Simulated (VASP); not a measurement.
# Ca (Fm-3m) in VASP: a series of runs

The runs below take Ca through single point, with LDA, PBE.

Program: VASP 6.6.1. These are calculated values, not measurements. Logs are shortened: lines on timing, memory, paths and dates and some standing lists are left out, and cuts for length are marked.

## (1) The cell of the first run

The structure is cubic, space group Fm-3m (No. 225). The conventional cell has a = 5.340 Å, b = 5.340 Å, c = 5.340 Å, α = 90.00°, β = 90.00°, γ = 90.00°. Ca (site symmetry m-3m) has 12 Ca at 3.78 Å within 5.0 Å.

## (2) Single point, LDA

INCAR reads:

```
SYSTEM = Ca
PREC     = Accurate       ! precision mode
ENCUT    = 500            ! plane-wave cutoff, eV
EDIFF    = 1E-6           ! SCF threshold, eV
ISMEAR   = -1             ! smearing method
SIGMA    = 0.1            ! smearing width, eV
LREAL    = .False.        ! projectors in reciprocal space
LASPH    = .True.         ! aspherical terms in the spheres
NELM     = 120            ! most SCF steps
ALGO     = Normal         ! electronic algorithm
ISIF     = 2              ! what is computed and relaxed
LWAVE    = .False.        ! write WAVECAR
LCHARG   = .False.        ! write CHGCAR
GGA      = CA             ! functional
NBANDS   = 11             ! bands
GGA_COMPAT= .False.
```

KPOINTS reads:

```
Automatic mesh
0
Gamma
  6 6 6
  0 0 0
```

POSCAR reads:

```
Ca
1.0
    0.0000000000      2.6700533230      2.6700533230
    2.6700533230      0.0000000000      2.6700533230
    2.6700533230      2.6700533230      0.0000000000
Ca
1
Direct
    0.0000000000      0.0000000000      0.0000000000
```

Potentials or basis: VASP PAW LDA potentials, release 64 (Ca_sv).

Started as:

```sh
> cat potpaw_LDA.64/Ca_sv/POTCAR > POTCAR
> mpirun -np 1 vasp_std > vasp.out
```

OUTCAR:

```text
SYSTEM = Ca
   PREC = Accurate
   ENCUT = 500
   EDIFF = 1E-6
   ISMEAR = -1
   LREAL = .False.
   LASPH = .True.
   NELM = 120
   ISIF = 2
   GGA = CA

 ion  position               nearest neighbor table
   1  0.000  0.000  0.000-

  LATTYP: Found a face centered cubic cell.
 ALAT       =     5.3401066460

  Lattice vectors:

 A1 = (   0.0000000000,   2.6700533230,   2.6700533230)
 A2 = (   2.6700533230,   0.0000000000,   2.6700533230)
 A3 = (   2.6700533230,   2.6700533230,   0.0000000000)

Analysis of symmetry for initial positions (statically):
=====================================================================
 Subroutine PRICEL returns:
 Original cell was already a primitive cell.

 Routine SETGRP: Setting up the symmetry group for a
 face centered cubic supercell.

 Subroutine GETGRP returns: Found 48 space group operations
 (whereof 48 operations were pure point group operations)
 out of a pool of 48 trial point group operations.

The static configuration has the point symmetry O_h .

Analysis of symmetry for dynamics (positions and initial velocities):
=====================================================================
 Subroutine PRICEL returns:
 Original cell was already a primitive cell.

 Routine SETGRP: Setting up the symmetry group for a
 face centered cubic supercell.

 Subroutine GETGRP returns: Found 48 space group operations
 (whereof 48 operations were pure point group operations)
 out of a pool of 48 trial point group operations.

The dynamic configuration has the point symmetry O_h .

 Subroutine INISYM returns: Found 48 space group operations
 (whereof 48 operations are pure point group operations),
 and found     1 'primitive' translations

----------------------------------------------------------------------------------------

                                     Primitive cell

  volume of cell :      38.0706

  direct lattice vectors                    reciprocal lattice vectors
     0.000000000  2.670053323  2.670053323    -0.187262178  0.187262178  0.187262178
     2.670053323  0.000000000  2.670053323     0.187262178 -0.187262178  0.187262178
     2.670053323  2.670053323  0.000000000     0.187262178  0.187262178 -0.187262178

  length of vectors
     3.776025622  3.776025622  3.776025622     0.324347606  0.324347606  0.324347606

[... 70 lines left out ...]
   LREAL  =      F    real-space projection
   EDIFFG = 0.1E-04   stopping-criterion for IOM
   NSW    =      0    number of steps for IOM
   IBRION =     -1    ionic relax: 0-MD 1-quasi-New 2-CG
   NFREE  =      0    steps in history (QN), initial steepest desc. (CG)
   ISIF   =      2    stress and relaxation
   ISYM   =      2    0-nonsym 1-usesym 2-fastsym
   POTIM  = 0.5000    time-step for ionic-motion
   TEBEG  =    0.0;   TEEND  =   0.0 temperature during run
   PSTRESS=    0.0 pullay stress
   NELECT =      10.0000    total number of electrons
   NUPDOWN=      -1.0000    fix difference up-down
   EMIN   =  10.00;   EMAX   =-10.00  energy-range for DOS
   EFERMI =   0.00;   METHOD = LEGACY
   ISMEAR =    -1;   SIGMA  =   0.10  broadening in eV -4-tet -1-fermi 0-gaus
   EFERMI_NEDOS =   21; number of points for ismear=-14 and -15
   IALGO  =     38    algorithm
   IMIX   =      4    mixing-type and parameters
     AMIX     =   0.40;   BMIX     =  1.00
     AMIX_MAG =   1.60;   BMIX_MAG =  1.00
  volume/ion in A,a.u.               =      38.07       256.91
  Fermi-wavevector in a.u.,A,eV,Ry     =   1.048443  1.981270 14.955974  1.099233
  Thomas-Fermi vector in A             =   2.183365
   LORBIT       =      0    0 simple, 1 ext, 2 COOP (PROOUT), +10 PAW based schemes
   GGA     = CA    functional components
   LHFCALC =     F    Hartree Fock is set to
   AEXX    =    0.0000 exact exchange contribution
   IVDW    =     0    specifies the selected vdW correction
   LEPSILON=     F    determine dielectric tensor
   LRPA    =     F    only Hartree local field effects (RPA)
 non-spin polarized calculation
  energy-cutoff  :      500.00
  volume of cell :       38.07
 maximum number of plane-waves:       982
   NGX = 13   NGY = 13   NGZ = 13

 number of electron      10.0000003 magnetization

 Free energy of the ion-electron system (eV)
  ---------------------------------------------------
  ext. energy  EPLUGINS =         0.00000000
  ---------------------------------------------------
  free energy    TOTEN  =        -2.21330358 eV

  energy without entropy =       -2.15892599  energy(sigma->0) =       -2.18611478

 E-fermi :   2.2341     XC(G=0):  -8.3025

 val. band max:        2.2215292260   @ k =  -0.3333   0.3333   0.1667
 cond. band min:       2.3025922652   @ k =  -0.3333   0.3333   0.1667
 fundamental gap:      0.0810630392
 Fermi energy:         2.2341032114

 k-point     1 :       0.0000    0.0000    0.0000
  band No.  band energies     occupation
      1     -39.1117      2.00000
      2     -20.3033      2.00000
      3     -20.3033      2.00000
      4     -20.3033      2.00000
      5      -1.9947      2.00000
      6       4.5577      0.00000
      7       4.5577      0.00000
      8       4.5577      0.00000
      9       5.7646      0.00000
     10       5.7646      0.00000
     11      11.8601      0.00000
[... 197 lines left out ...]
 k-point    16 :      -0.3333    0.5000    0.1667
  band No.  band energies     occupation
      1     -39.0804      2.00000
      2     -20.4705      2.00000
      3     -20.4098      2.00000
      4     -20.3809      2.00000
      5       2.0925      1.60953
      6       2.7590      0.01045
      7       3.1277      0.00026
      8       5.3529      0.00000
      9       6.7546      0.00000
     10       7.3596      0.00000
     11       8.0499      0.00000

------------------------ aborting loop because EDIFF is reached ----------------------------------------

  FORCE on cell =-STRESS in cart. coord.  units (eV):
  Direction    XX          YY          ZZ          XY          YZ          ZX
  --------------------------------------------------------------------------------------
  -------------------------------------------------------------------------------------
  Total        0.0010106      0.0010106      0.0010106     -0.0000000     -0.0000000      0.0000000
  in kB        0.0425307      0.0425307      0.0425307     -0.0000000     -0.0000000      0.0000000
  external PRESSURE =       0.0425307 kB  Pullay stress =       0.0000000 kB

 VOLUME and BASIS-vectors are now :
 -----------------------------------------------------------------------------
  energy-cutoff  :      500.00
  volume of cell :       38.07
      direct lattice vectors                 reciprocal lattice vectors
     0.000000000  2.670053323  2.670053323    -0.187262178  0.187262178  0.187262178
     2.670053323  0.000000000  2.670053323     0.187262178 -0.187262178  0.187262178
     2.670053323  2.670053323  0.000000000     0.187262178  0.187262178 -0.187262178

 POSITION                                       TOTAL-FORCE (eV/Angst)
 -----------------------------------------------------------------------------------
      0.00000      0.00000      0.00000         0.000000      0.000000      0.000000
 -----------------------------------------------------------------------------------
    total drift:                               -0.000000     -0.000000     -0.000000

  FREE ENERGIE OF THE ION-ELECTRON SYSTEM (eV)
  ---------------------------------------------------
  free  energy   TOTEN  =        -2.2133035756 eV

  energy  without entropy=       -2.1589259869  energy(sigma->0) =       -2.18611478
```

OSZICAR:

```text
N       E                     dE             d eps       ncg     rms          rms(c)
DAV:   1     0.617523751580E+02    0.61752E+02   -0.49459E+03   352   0.807E+02
DAV:   2    -0.672315156882E+00   -0.62425E+02   -0.61845E+02   382   0.205E+02
DAV:   3    -0.218286199611E+01   -0.15105E+01   -0.14936E+01   517   0.303E+01
DAV:   4    -0.223472016916E+01   -0.51858E-01   -0.51776E-01   465   0.445E+00
DAV:   5    -0.223635888592E+01   -0.16387E-02   -0.16387E-02   468   0.593E-01    0.226E+00
DAV:   6    -0.221935207599E+01    0.17007E-01   -0.15383E-02   415   0.132E+00    0.137E+00
DAV:   7    -0.221383693372E+01    0.55151E-02   -0.20175E-02   413   0.162E+00    0.108E-01
DAV:   8    -0.221330282710E+01    0.53411E-03   -0.23523E-03   419   0.463E-01    0.204E-02
DAV:   9    -0.221330318433E+01   -0.35724E-06   -0.73101E-05   439   0.786E-02    0.735E-03
DAV:  10    -0.221330357558E+01   -0.39124E-06   -0.54160E-06   507   0.146E-02
   1 F= -.22133036E+01 E0= -.21861148E+01  d E =-.543776E-01
```

stdout:

```text
POSCAR found type information on POSCAR Ca
 POSCAR found :  1 types and       1 ions
 scaLAPACK will be used
 LDA part: xc-table for (Slater(with rela. corr.)+CA(PZ))
 , standard interpolation
 POSCAR, INCAR and KPOINTS ok, starting setup
 FFT: planning ... GRIDC
 FFT: planning ... GRID_SOFT
 FFT: planning ... GRID
 WAVECAR not read
 entering main loop
```

Wall time 6.9 s (1 thread of Intel Xeon 8259CL, shared host); peak memory 0.14 GiB.

Results:

```yaml
Free_energy: -2.2133 eV
Pressure: 0.0 GPa
Band_gap_on_the_k_mesh: zero (bands 5 and 6 overlap by 0.02 eV)
```

Levels at points of the mesh, in eV from the Fermi level:
```tsv
k point	band 3	band 4	band 5	band 6	band 7	band 8
(0.00, 0.00, 0.00)	-22.54	-22.54	-4.23	2.32	2.32	2.32
(0.50, 0.00, 0.00)	-22.57	-22.57	-1.11	-0.04	2.20	2.20
(0.50, 0.50, 0.00)	-22.61	-22.61	-0.63	0.40	1.18	4.31
```

## (3) Single point, PBE

This run uses another cell than the first one, of 41.43 Å³/atom.

INCAR reads:

```
PREC = Accurate
ENCUT = 500
EDIFF = 1E-6
ISMEAR = -5
SIGMA = 0.1
LREAL = False
LASPH = True
NELM = 120
ALGO = Normal
ISIF = 2
LWAVE = False
LCHARG = False
GGA = PE
NBANDS = 11
GGA_COMPAT = False
```

KPOINTS reads:

```
regular mesh
0
Gamma
  6 6 6
```

POSCAR reads:

```
Ca
1.0
    0.0000000000      2.7463772389      2.7463772389
    2.7463772389      0.0000000000      2.7463772389
    2.7463772389      2.7463772389      0.0000000000
Ca
1
Direct
    0.0000000000      0.0000000000      0.0000000000
```

Potentials or basis: VASP PAW PBE potentials, release 64 (Ca_sv).

Started as:

```sh
> cat potpaw_PBE.64/Ca_sv/POTCAR > POTCAR
> mpirun -np 1 vasp_std > vasp.out
```

It took 12 s on 1 thread of Intel Xeon 8259CL, shared host; peak memory 0.15 GiB.

The run converged. Its results:

| Quantity | Value |
| --- | --- |
| Free energy | -1.9055 eV |
| Pressure | 0.0 GPa |
| Band gap on the k mesh | zero (bands 5 and 6 overlap by 0.15 eV) |

Levels at points of the mesh, in eV from the Fermi level:
```
           k point  band 2  band 3  band 4  band 5  band 6  band 7  band 8  band 9
(0.00, 0.00, 0.00)  -22.88  -22.88  -22.88   -4.06    2.37    2.37    2.37    3.45
(0.50, 0.00, 0.00)  -23.03  -22.90  -22.90   -0.99   -0.15    2.24    2.24    4.16
(0.50, 0.50, 0.00)  -23.02  -22.94  -22.94   -0.48    0.57    1.00    4.15    4.35
```

Caveat: tetrahedron occupations give inexact forces and stress in metals.
